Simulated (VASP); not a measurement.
**HfN: electric field gradients with PBEsol**

The system is HfN.

```
CELL_PARAMETERS angstrom
-0.02259 2.24770 2.24770
2.24770 -0.02259 2.24770
2.24770 2.24770 -0.02259
ATOMIC_POSITIONS crystal
Hf 0.00000 0.00000 0.00000
N 0.50000 0.50000 0.50000
```

This cell differs from its parent crystal: equal xy, yz and zx shear strains of -1 %.

```
Program                : VASP 6.6.1
Task                   : electric field gradients
Functional             : PBEsol
Potentials or basis    : VASP PAW PBE potentials, release 64 (Hf_pv, N)
Cutoff                 : 520 eV
k mesh                 : 10 × 10 × 10
Occupations            : fermi-dirac, width 0.01 eV
Spin                   : no spin polarisation
Dipole correction      : no
Further INCAR settings : ALGO = Normal; EDIFF = 1e-08; NBANDS = 14
```

```
Pressure : -5.2 GPa
```

Stress tensor (GPa, compression positive):
```
-5.16  0.82  0.82
 0.82 -5.16  0.82
 0.82  0.82 -5.16
```

Levels at points of the mesh, in eV from the Fermi level:
| k point | band 5 | band 6 | band 7 | band 8 | band 9 | band 10 |
| --- | --- | --- | --- | --- | --- | --- |
| (0.00, 0.00, 0.00) | -3.06 | -3.06 | -2.98 | -0.49 | -0.49 | -0.26 |
| (0.50, 0.00, 0.00) | -8.96 | -6.26 | -6.12 | 3.17 | 3.52 | 3.82 |
| (0.50, 0.50, 0.00) | -5.44 | -3.89 | -3.74 | -3.67 | 4.04 | 5.44 |
| (0.50, 0.50, 0.50) | -8.93 | -6.31 | -6.31 | 3.30 | 3.76 | 3.76 |

Electric field gradients, principal values (V/Å²):
```
atom   least  middle  greatest (by size)
1 Hf  -4.422  -4.422               8.844
 2 N   0.565   0.565              -1.131
```

Wall time 12 s on 1 thread of Intel(R) Xeon(R) 6975P-C (Granite Rapids) (shared host), peak memory 0.16 GiB.

Caveat: the cell differs from its parent crystal (equal xy, yz and zx shear strains of -1 %); without QUAD_EFG the Cq values of the log hold for a quadrupole moment of 1 mb, not for the nuclei; the PAW data sets were made with another functional, which shifts forces and pressure a little; spin-orbit coupling is left out, which moves the levels of the heavy elements.
